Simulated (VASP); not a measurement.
A run of VASP 6.6.1 is set up as follows.

Contents of INCAR:

```
SYSTEM = Mg3Sc
PREC = Accurate
ENCUT = 520
EDIFF = 1E-7
ISMEAR = 0
SIGMA = 0.05
LREAL = .False.
LASPH = .True.
NELM = 80
ALGO = Normal
ISIF = 2
LWAVE = .False.
LCHARG = .False.
NBANDS = 16
```

File KPOINTS:

```
Automatic mesh
0
Gamma
  5 5 5
  0 0 0
```

Contents of POSCAR:

```
Mg3Sc
1.0
    4.5131440000      0.0000000000      0.0000000000
    0.0000000000      4.5131440000      0.0000000000
    0.0000000000      0.0000000000      4.5131440000
Mg Sc
3 1
Direct
    0.5000000000      0.5000000000      0.0000000000
    0.0000000000      0.5000000000      0.5000000000
    0.5000000000      0.0000000000      0.5000000000
    0.0000000000      0.0000000000      0.0000000000
```

Potentials or basis: VASP PAW LDA potentials, release 64 (Mg, Sc_sv).

The run is started by

```sh
$ cat potpaw_LDA.64/Mg/POTCAR potpaw_LDA.64/Sc_sv/POTCAR > POTCAR
$ mpirun -np 1 vasp_std > vasp.out
```

Q: Predict the pressure.

A: -3.2 GPa.

Q: Predict the band gap on the k mesh.

A: Zero (an odd number of electrons rules out a gap without spin polarisation).

Caveat: the cell stands under tension.
